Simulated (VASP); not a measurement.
# MgO (Fm-3m) in VASP: further runs

The runs below take MgO through single point, with PBE.

Program: VASP 6.6.1. These are calculated values, not measurements. Logs are shortened: lines on timing, memory, paths and dates and some standing lists are left out, and cuts for length are marked.

### Step 1. The cell of the first run

The structure is cubic, space group Fm-3m (No. 225). Conventional cell: a = 4.276 Å, b = 4.276 Å, c = 4.276 Å, α = 90.00°, β = 90.00°, γ = 90.00°. Mg (site symmetry m-3m) has 6 O at 2.14 Å within 2.8 Å. O (site symmetry m-3m) has 6 Mg at 2.14 Å within 2.8 Å.

### Step 2. Single point, PBE

Input file INCAR:

```
SYSTEM = MgO
PREC     = Accurate       ! precision mode
ENCUT    = 600            ! plane-wave cutoff, eV
EDIFF    = 1E-6           ! SCF threshold, eV
ISMEAR   = 0              ! smearing method
SIGMA    = 0.03           ! smearing width, eV
LREAL    = .False.        ! projectors in reciprocal space
LASPH    = .True.         ! aspherical terms in the spheres
NELM     = 120            ! most SCF steps
ALGO     = Normal         ! electronic algorithm
ISIF     = 2              ! what is computed and relaxed
LWAVE    = .False.        ! write WAVECAR
LCHARG   = .False.        ! write CHGCAR
GGA      = PE             ! functional
NBANDS   = 11             ! bands
GGA_COMPAT= .False.
```

Input file KPOINTS:

```
Automatic mesh
0
Gamma
  5 5 5
  0 0 0
```

Input file POSCAR:

```
MgO
1.0
    0.0000000000      2.1380000000      2.1380000000
    2.1380000000      0.0000000000      2.1380000000
    2.1380000000      2.1380000000      0.0000000000
Mg O
1 1
Direct
    0.0000000000      0.0000000000      0.0000000000
    0.5000000000      0.5000000000      0.5000000000
```

Potentials or basis: VASP PAW PBE potentials, release 64 (Mg, O).

On the command line:

```console
cat potpaw_PBE.64/Mg/POTCAR potpaw_PBE.64/O/POTCAR > POTCAR
mpirun -np 1 vasp_std > vasp.out
```

OUTCAR:

```text
SYSTEM = MgO
   PREC = Accurate
   ENCUT = 600
   EDIFF = 1E-6
   ISMEAR = 0
   LREAL = .False.
   LASPH = .True.
   NELM = 120
   ISIF = 2
   GGA = PE

 ion  position               nearest neighbor table
   1  0.000  0.000  0.000-   2 2.14   2 2.14   2 2.14   2 2.14   2 2.14   2 2.14
   2  0.500  0.500  0.500-   1 2.14   1 2.14   1 2.14   1 2.14   1 2.14   1 2.14

  LATTYP: Found a face centered cubic cell.
 ALAT       =     4.2760000000

  Lattice vectors:

 A1 = (   0.0000000000,   2.1380000000,   2.1380000000)
 A2 = (   2.1380000000,   0.0000000000,   2.1380000000)
 A3 = (   2.1380000000,   2.1380000000,   0.0000000000)

Analysis of symmetry for initial positions (statically):
=====================================================================
 Subroutine PRICEL returns:
 Original cell was already a primitive cell.

 Routine SETGRP: Setting up the symmetry group for a
 face centered cubic supercell.

 Subroutine GETGRP returns: Found 48 space group operations
 (whereof 48 operations were pure point group operations)
 out of a pool of 48 trial point group operations.

The static configuration has the point symmetry O_h .

Analysis of symmetry for dynamics (positions and initial velocities):
=====================================================================
 Subroutine PRICEL returns:
 Original cell was already a primitive cell.

 Routine SETGRP: Setting up the symmetry group for a
 face centered cubic supercell.

 Subroutine GETGRP returns: Found 48 space group operations
 (whereof 48 operations were pure point group operations)
 out of a pool of 48 trial point group operations.

The dynamic configuration has the point symmetry O_h .

 Subroutine INISYM returns: Found 48 space group operations
 (whereof 48 operations are pure point group operations),
 and found     1 'primitive' translations

----------------------------------------------------------------------------------------

                                     Primitive cell

  volume of cell :      19.5458

  direct lattice vectors                    reciprocal lattice vectors
     0.000000000  2.138000000  2.138000000    -0.233863424  0.233863424  0.233863424
     2.138000000  0.000000000  2.138000000     0.233863424 -0.233863424  0.233863424
     2.138000000  2.138000000  0.000000000     0.233863424  0.233863424 -0.233863424

  length of vectors
     3.023588596  3.023588596  3.023588596     0.405063332  0.405063332  0.405063332

  position of ions in fractional coordinates (direct lattice)
     0.000000000  0.000000000  0.000000000
     0.500000000  0.500000000  0.500000000

  ion indices of the primitive-cell ions
   primitive index   ion index
                 1           1
                 2           2

----------------------------------------------------------------------------------------

 KPOINTS: Automatic mesh

Automatic generation of k-mesh.
 Grid dimensions read from file:
 generate k-points for:    5    5    5

 Generating k-lattice:

  Cartesian coordinates                     Fractional coordinates (reciprocal lattice)
    -0.046772685  0.046772685  0.046772685     0.200000000  0.000000000  0.000000000
     0.046772685 -0.046772685  0.046772685     0.000000000  0.200000000  0.000000000
     0.046772685  0.046772685 -0.046772685     0.000000000  0.000000000  0.200000000

  Length of vectors
     0.081012666  0.081012666  0.081012666

  Shift w.r.t. Gamma in fractional coordinates (k-lattice)
     0.000000000  0.000000000  0.000000000

 Subroutine IBZKPT returns following result:
 ===========================================

 Found     10 irreducible k-points:

 Following reciprocal coordinates:
            Coordinates               Weight
  0.000000  0.000000  0.000000      1.000000
  0.200000  0.000000  0.000000      8.000000
  0.400000  0.000000  0.000000      8.000000
  0.200000  0.200000  0.000000      6.000000
  0.400000  0.200000  0.000000     24.000000
 -0.400000  0.200000  0.000000     24.000000
 -0.200000  0.200000  0.000000     12.000000
  0.400000  0.400000  0.000000      6.000000
 -0.400000  0.400000  0.000000     12.000000
 -0.400000  0.400000  0.200000     24.000000
   k-points           NKPTS =     10   k-points in BZ     NKDIM =     10   number of bands    NBANDS=     11
   number of dos      NEDOS =    301   number of ions     NIONS =      2
   total plane-waves  NPLWV =  13824
   dimension x,y,z NGX =    24 NGY =   24 NGZ =   24
   dimension x,y,z NGXF=    48 NGYF=   48 NGZF=   48
   ions per type =               1   1
   NGX,Y,Z   is equivalent  to a cutoff of  13.20, 13.20, 13.20 a.u.
   NGXF,Y,Z  is equivalent  to a cutoff of  26.39, 26.39, 26.39 a.u.
 SYSTEM =  MgO
   PREC   = accura    normal or accurate (medium, high low for compatibility)
   ISTART =      0    job   : 0-new  1-cont  2-samecut
   ICHARG =      2    charge: 1-file 2-atom 10-const
   ISPIN  =      1    spin polarized calculation?
   LNONCOLLINEAR =      F non collinear calculations
   LSORBIT =      F    spin-orbit coupling
   LASPH  =      T    aspherical Exc in radial PAW
   ENCUT  =  600.0 eV  44.10 Ry    6.64 a.u.   6.04  6.04  6.04*2*pi/ulx,y,z
   NELM   =    120;   NELMIN=  2; NELMDL= -5     # of ELM steps
   EDIFF  = 0.1E-05   stopping-criterion for ELM
   LREAL  =      F    real-space projection
   EDIFFG = 0.1E-04   stopping-criterion for IOM
   NSW    =      0    number of steps for IOM
   IBRION =     -1    ionic relax: 0-MD 1-quasi-New 2-CG
   NFREE  =      0    steps in history (QN), initial steepest desc. (CG)
   ISIF   =      2    stress and relaxation
   ISYM   =      2    0-nonsym 1-usesym 2-fastsym
   POTIM  = 0.5000    time-step for ionic-motion
   TEBEG  =    0.0;   TEEND  =   0.0 temperature during run
   PSTRESS=    0.0 pullay stress
   NELECT =       8.0000    total number of electrons
   NUPDOWN=      -1.0000    fix difference up-down
   EMIN   =  10.00;   EMAX   =-10.00  energy-range for DOS
   EFERMI =   0.00;   METHOD = LEGACY
   ISMEAR =     0;   SIGMA  =   0.03  broadening in eV -4-tet -1-fermi 0-gaus
   EFERMI_NEDOS =   21; number of points for ismear=-14 and -15
   IALGO  =     38    algorithm
   IMIX   =      4    mixing-type and parameters
     AMIX     =   0.40;   BMIX     =  1.00
     AMIX_MAG =   1.60;   BMIX_MAG =  1.00
  volume/ion in A,a.u.               =       9.77        65.95
  Fermi-wavevector in a.u.,A,eV,Ry     =   1.215497  2.296956 20.101687  1.477432
  Thomas-Fermi vector in A             =   2.350882
   LORBIT       =      0    0 simple, 1 ext, 2 COOP (PROOUT), +10 PAW based schemes
   GGA     = PE    functional components
   LHFCALC =     F    Hartree Fock is set to
   AEXX    =    0.0000 exact exchange contribution
   IVDW    =     0    specifies the selected vdW correction
   LEPSILON=     F    determine dielectric tensor
   LRPA    =     F    only Hartree local field effects (RPA)
 non-spin polarized calculation
 Gauss-broadening in eV      SIGMA  =   0.03
  energy-cutoff  :      600.00
  volume of cell :       19.55
 maximum number of plane-waves:       660
   NGX = 13   NGY = 13   NGZ = 13

 number of electron       8.0000002 magnetization

 Free energy of the ion-electron system (eV)
  ---------------------------------------------------
  ext. energy  EPLUGINS =         0.00000000
  ---------------------------------------------------
  free energy    TOTEN  =       -11.90938550 eV

  energy without entropy =      -11.90938550  energy(sigma->0) =      -11.90938550

 E-fermi :   3.0630     XC(G=0): -10.8658

 val. band max:        2.8575073748   @ k =   0.0000   0.0000   0.0000
 cond. band min:       7.1554224501   @ k =   0.0000   0.0000   0.0000
 fundamental gap:      4.2979150753
 Fermi energy:         3.0630373915

 k-point     1 :       0.0000    0.0000    0.0000
  band No.  band energies     occupation
      1     -14.1804      2.00000
      2       2.8575      2.00000
      3       2.8575      2.00000
      4       2.8575      2.00000
      5       7.1554      0.00000
      6      18.3994      0.00000
      7      18.3994      0.00000
      8      18.3994      0.00000
      9      22.1974      0.00000
     10      23.9215      0.00000
     11      23.9215      0.00000

 k-point     2 :       0.2000    0.0000    0.0000
  band No.  band energies     occupation
      1     -13.8155      2.00000
      2       0.9368      2.00000
      3       2.6370      2.00000
      4       2.6370      2.00000
      5       8.9893      0.00000
      6      15.6368      0.00000
      7      19.0476      0.00000
      8      19.0476      0.00000
      9      22.4245      0.00000
     10      22.4245      0.00000
     11      24.3980      0.00000

 k-point     3 :       0.4000    0.0000    0.0000
  band No.  band energies     occupation
      1     -13.1372      2.00000
      2      -1.2310      2.00000
      3       2.3068      2.00000
      4       2.3068      2.00000
      5      10.3915      0.00000
      6      14.8363      0.00000
      7      18.8269      0.00000
      8      18.8269      0.00000
      9      23.2575      0.00000
     10      24.0952      0.00000
     11      24.0952      0.00000

 k-point     4 :       0.2000    0.2000    0.0000
  band No.  band energies     occupation
      1     -13.7070      2.00000
      2       0.8890      2.00000
      3       2.3594      2.00000
      4       2.3594      2.00000
      5       9.6278      0.00000
      6      14.7585      0.00000
      7      19.0838      0.00000
      8      19.4188      0.00000
      9      19.4188      0.00000
     10      25.1003      0.00000
     11      28.2299      0.00000
[... 43 lines left out ...]
 k-point     8 :       0.4000    0.4000    0.0000
  band No.  band energies     occupation
      1     -12.9056      2.00000
      2      -0.8316      2.00000
      3       1.6760      2.00000
      4       1.6760      2.00000
      5      12.2021      0.00000
      6      12.2382      0.00000
      7      15.6156      0.00000
      8      20.8964      0.00000
      9      20.8964      0.00000
     10      27.9800      0.00000
     11      28.1534      0.00000

 k-point     9 :      -0.4000    0.4000    0.0000
  band No.  band energies     occupation
      1     -12.7471      2.00000
      2      -0.6760      2.00000
      3       0.6243      2.00000
      4       1.7037      2.00000
      5      12.5267      0.00000
      6      13.6221      0.00000
      7      15.1403      0.00000
      8      20.5155      0.00000
      9      20.5833      0.00000
     10      28.6578      0.00000
     11      28.7126      0.00000

 k-point    10 :      -0.4000    0.4000    0.2000
  band No.  band energies     occupation
      1     -12.8082      2.00000
      2      -0.4800      2.00000
      3       0.5975      2.00000
      4       1.5458      2.00000
      5      13.4839      0.00000
      6      13.7600      0.00000
      7      15.0475      0.00000
      8      18.7762      0.00000
      9      22.7950      0.00000
     10      24.8960      0.00000
     11      29.5200      0.00000

------------------------ aborting loop because EDIFF is reached ----------------------------------------

  FORCE on cell =-STRESS in cart. coord.  units (eV):
  Direction    XX          YY          ZZ          XY          YZ          ZX
  --------------------------------------------------------------------------------------
  -------------------------------------------------------------------------------------
  Total       -0.4000510     -0.4000510     -0.4000510      0.0000000      0.0000000      0.0000000
  in kB      -32.7923752    -32.7923752    -32.7923752      0.0000000      0.0000000      0.0000000
  external PRESSURE =     -32.7923752 kB  Pullay stress =       0.0000000 kB

 VOLUME and BASIS-vectors are now :
 -----------------------------------------------------------------------------
  energy-cutoff  :      600.00
  volume of cell :       19.55
      direct lattice vectors                 reciprocal lattice vectors
     0.000000000  2.138000000  2.138000000    -0.233863424  0.233863424  0.233863424
     2.138000000  0.000000000  2.138000000     0.233863424 -0.233863424  0.233863424
     2.138000000  2.138000000  0.000000000     0.233863424  0.233863424 -0.233863424

 POSITION                                       TOTAL-FORCE (eV/Angst)
 -----------------------------------------------------------------------------------
      0.00000      0.00000      0.00000         0.000000      0.000000      0.000000
      2.13800      2.13800      2.13800         0.000000      0.000000     -0.000000
 -----------------------------------------------------------------------------------
    total drift:                               -0.000000     -0.000000      0.000000

  FREE ENERGIE OF THE ION-ELECTRON SYSTEM (eV)
  ---------------------------------------------------
  free  energy   TOTEN  =       -11.9093855038 eV

  energy  without entropy=      -11.9093855038  energy(sigma->0) =      -11.90938550
```

It took 8.3 s on 1 thread of Intel Xeon 8259CL, shared host; peak memory 0.14 GiB.

Results:

| Item | Value |
| --- | --- |
| Free energy | -11.9094 eV |
| Pressure | -3.3 GPa |
| Band gap on the k mesh | 4.30 eV, direct |

Caveat: the k points lie up to 0.51 Å⁻¹ apart.

### Step 3. Single point, PBE

Input file INCAR:

```
PREC = Accurate ; ENCUT = 600
EDIFF = 1E-6 ; ISMEAR = 0
SIGMA = 0.03 ; LREAL = F
LASPH = T ; NELM = 120
ALGO = Normal ; ISIF = 2
LWAVE = F ; LCHARG = T
GGA = PE ; LELF = T
LVHAR = T ; NBANDS = 11
GGA_COMPAT = F
```

Input file KPOINTS:

```
regular mesh
0
Gamma
  9 9 9
```

POSCAR is that of step 2.

Potentials or basis: VASP PAW PBE potentials, release 64 (Mg, O).

On the command line:

```console
cat potpaw_PBE.64/Mg/POTCAR potpaw_PBE.64/O/POTCAR > POTCAR
mpirun -np 1 vasp_std > vasp.out
```

Run time: 14 s. Hardware: 1 thread of Intel Xeon 8259CL, shared host; peak memory 0.14 GiB.

It converged, with:

```
Free energy            : -11.9116 eV
Pressure               : -3.3 GPa
Band gap on the k mesh : 4.30 eV, direct
```

Levels at points of the mesh, in eV from the valence-band top:
| k point | band 1 | band 2 | band 3 | band 4 | band 5 | band 6 | band 7 | band 8 | band 9 |
| --- | --- | --- | --- | --- | --- | --- | --- | --- | --- |
| (0.00, 0.00, 0.00) | -17.04 | 0.00 | 0.00 | 0.00 | 4.30 | 15.54 | 15.54 | 15.54 | 19.34 |

(Continued in part 2 of 2.)
